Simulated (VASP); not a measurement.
# AlN in VASP: single point with PBE

Aim: the single point of AlN with PBE.

Program: VASP 6.6.1. These are calculated values, not measurements. Logs are shortened: lines on timing, memory, paths and dates and some standing lists are left out, and cuts for length are marked.

## (1) The cell of the first run

The cell holds a wire or tube with vacuum around it, 2 atoms: a = 10.500 Å, b = 9.300 Å, c = 3.376 Å, α = 90.00°, β = 90.00°, γ = 90.00°.

## (2) Single point, PBE, collinear spin, ferromagnetic start

Contents of INCAR:

```
PREC = Accurate
ENCUT = 520
EDIFF = 1E-7
ISMEAR = 0
SIGMA = 0.05
LREAL = False
LASPH = True
NELM = 150
ALGO = Normal
ISIF = 2
LWAVE = False
LCHARG = True
ISPIN = 2
MAGMOM = 0.5 0.5
LORBIT = 11
GGA = PE
LELF = True
LVHAR = True
NBANDS = 15
```

Contents of KPOINTS:

```
Automatic mesh
0
Gamma
  1 1 35
```

Contents of POSCAR:

```
AlN
1.0
   10.5000000000      0.0000000000      0.0000000000
    0.0000000000      9.3000000000      0.0000000000
    0.0000000000      0.0000000000      3.3763381933
Al N
1 1
Direct
    0.4999868020      0.5000000000      0.0000000000
    0.5000131980      0.5000000000      0.5000000000
```

Potentials or basis: VASP PAW PBE potentials, release 64 (Al, N).

The run is started by

```bash
$ cat potpaw_PBE.64/Al/POTCAR potpaw_PBE.64/N/POTCAR > POTCAR
$ mpirun -np 1 vasp_std > vasp.out
```

OUTCAR:

```text
PREC = Accurate
   ENCUT = 520
   EDIFF = 1E-7
   ISMEAR = 0
   LREAL = False
   LASPH = True
   NELM = 150
   ISIF = 2
   ISPIN = 2
   LORBIT = 11
   GGA = PE

 ion  position               nearest neighbor table
   1  0.500  0.500  0.000-   2 1.69   2 1.69
   2  0.500  0.500  0.500-   1 1.69   1 1.69

  LATTYP: Found a simple orthorhombic cell.
 ALAT       =     3.3763381933
 B/A-ratio  =     2.7544634061
 C/A-ratio  =     3.1098780391

  Lattice vectors:

 A1 = (   0.0000000000,   0.0000000000,  -3.3763381933)
 A2 = (   0.0000000000,   9.3000000000,   0.0000000000)
 A3 = (  10.5000000000,   0.0000000000,   0.0000000000)

Analysis of symmetry for initial positions (statically):
=====================================================================
 Subroutine PRICEL returns:
 Original cell was already a primitive cell.

 Routine SETGRP: Setting up the symmetry group for a
 simple orthorhombic supercell.

 Subroutine GETGRP returns: Found  4 space group operations
 (whereof  4 operations were pure point group operations)
 out of a pool of  8 trial point group operations.

The static configuration has the point symmetry C_2v.

Analysis of symmetry for dynamics (positions and initial velocities):
=====================================================================
 Subroutine PRICEL returns:
 Original cell was already a primitive cell.

 Routine SETGRP: Setting up the symmetry group for a
 simple orthorhombic supercell.

 Subroutine GETGRP returns: Found  4 space group operations
 (whereof  4 operations were pure point group operations)
 out of a pool of  8 trial point group operations.

The dynamic configuration has the point symmetry C_2v.

Analysis of structural, dynamic, and magnetic symmetry:
=====================================================================
 Subroutine PRICEL returns:
 Original cell was already a primitive cell.

 Routine SETGRP: Setting up the symmetry group for a
 simple orthorhombic supercell.

 Subroutine GETGRP returns: Found  4 space group operations
 (whereof  4 operations were pure point group operations)
 out of a pool of  8 trial point group operations.

The overall configuration has the point symmetry C_2v.

 Subroutine INISYM returns: Found  4 space group operations
 (whereof  4 operations are pure point group operations),
 and found     1 'primitive' translations

----------------------------------------------------------------------------------------

[... 139 lines left out ...]
 cond. band min:      -2.3263420839   @ k =   0.0000   0.0000   0.0000
 fundamental gap:      2.3934962044
 Fermi energy:        -4.4734382912

 spin component 1

 k-point     1 :       0.0000    0.0000    0.0000
  band No.  band energies     occupation
      1     -17.2257      1.00000
      2      -7.0273      1.00000
      3      -5.7010      1.00000
      4      -5.7001      1.00000
      5      -2.3263      0.00000
      6       0.6378      0.00000
      7       0.8323      0.00000
      8       1.0728      0.00000
      9       1.1842      0.00000
     10       1.9551      0.00000
     11       2.7190      0.00000
     12       2.7391      0.00000
     13       2.8340      0.00000
     14       3.9627      0.00000
[... 292 lines left out ...]
      1     -16.5404      1.00000
      2      -9.5052      1.00000
      3      -4.7202      1.00000
      4      -4.7198      1.00000
      5      -0.0840      0.00000
      6      -0.0770      0.00000
      7       0.6063      0.00000
      8       2.8291      0.00000
      9       3.9414      0.00000
     10       4.2452      0.00000
     11       4.2459      0.00000
     12       4.5694      0.00000
     13       4.6531      0.00000
     14       4.9047      0.00000
     15       5.0562      0.00000
 Fermi energy:        -4.4734382912

 spin component 2

 k-point     1 :       0.0000    0.0000    0.0000
  band No.  band energies     occupation
      1     -17.2257      1.00000
      2      -7.0273      1.00000
      3      -5.7010      1.00000
      4      -5.7001      1.00000
      5      -2.3263      0.00000
      6       0.6471      0.00000
      7       0.8333      0.00000
      8       1.0734      0.00000
      9       1.1841      0.00000
     10       1.9554      0.00000
     11       2.7453      0.00000
     12       2.7535      0.00000
     13       2.8388      0.00000
     14       3.9610      0.00000
[... 293 lines left out ...]
      2      -9.5052      1.00000
      3      -4.7202      1.00000
      4      -4.7198      1.00000
      5      -0.0840      0.00000
      6      -0.0770      0.00000
      7       0.6063      0.00000
      8       2.8307      0.00000
      9       3.9515      0.00000
     10       4.2455      0.00000
     11       4.2472      0.00000
     12       4.5703      0.00000
     13       4.6550      0.00000
     14       4.9050      0.00000
     15       5.0782      0.00000

------------------------ aborting loop because EDIFF is reached ----------------------------------------

  FORCE on cell =-STRESS in cart. coord.  units (eV):
  Direction    XX          YY          ZZ          XY          YZ          ZX
  --------------------------------------------------------------------------------------
  -------------------------------------------------------------------------------------
  Total       -0.0090184     -0.0000686      0.0655300      0.0000000      0.0000000      0.0000000
  in kB       -0.0438250     -0.0003333      0.3184435      0.0000000      0.0000000      0.0000000
  external PRESSURE =       0.0914284 kB  Pullay stress =       0.0000000 kB

 VOLUME and BASIS-vectors are now :
 -----------------------------------------------------------------------------
  energy-cutoff  :      520.00
  volume of cell :      329.70
      direct lattice vectors                 reciprocal lattice vectors
    10.500000000  0.000000000  0.000000000     0.095238095  0.000000000  0.000000000
     0.000000000  9.300000000  0.000000000     0.000000000  0.107526882  0.000000000
     0.000000000  0.000000000  3.376338193     0.000000000  0.000000000  0.296178861

 POSITION                                       TOTAL-FORCE (eV/Angst)
 -----------------------------------------------------------------------------------
      5.24986      4.65000      0.00000         0.000281      0.000000      0.000000
      5.25014      4.65000      1.68817        -0.000281      0.000000      0.000000
 -----------------------------------------------------------------------------------
    total drift:                                0.000003     -0.000000     -0.000000

  FREE ENERGIE OF THE ION-ELECTRON SYSTEM (eV)
  ---------------------------------------------------
  free  energy   TOTEN  =       -11.2387187493 eV

  energy  without entropy=      -11.2387187493  energy(sigma->0) =      -11.23871875

 total charge

# of ion       s       p       d       tot
------------------------------------------
    1        0.409   0.461   0.000   0.870
    2        1.233   2.540   0.000   3.773
--------------------------------------------------
tot          1.642   3.001   0.000   4.642

 magnetization (x)

# of ion       s       p       d       tot
------------------------------------------
    1       -0.000  -0.000   0.000  -0.000
    2        0.000   0.000   0.000   0.000
--------------------------------------------------
tot         -0.000   0.000   0.000   0.000
```

Wall time 7 min (1 thread of Intel Xeon 8259CL, shared host); peak memory 0.59 GiB.

Results:

```yaml
Free_energy: -11.2387 eV
Band_gap_on_the_k_mesh: 2.39 eV (least direct gap 3.37 eV)
Net_moment: 0.00 μB per cell
Valence_electrons_inside_the_program's_atomic_spheres: Al 0.87; N 3.77
```

Levels at points of the mesh, in eV from the valence-band top:
Spin up:
| k point | band 1 | band 2 | band 3 | band 4 | band 5 | band 6 | band 7 | band 8 | band 9 |
| --- | --- | --- | --- | --- | --- | --- | --- | --- | --- |
| (0.00, 0.00, 0.00) | -12.51 | -2.31 | -0.98 | -0.98 | 2.39 | 5.36 | 5.55 | 5.79 | 5.90 |
Spin down:
| k point | band 1 | band 2 | band 3 | band 4 | band 5 | band 6 | band 7 | band 8 | band 9 |
| --- | --- | --- | --- | --- | --- | --- | --- | --- | --- |
| (0.00, 0.00, 0.00) | -12.51 | -2.31 | -0.98 | -0.98 | 2.39 | 5.37 | 5.55 | 5.79 | 5.90 |
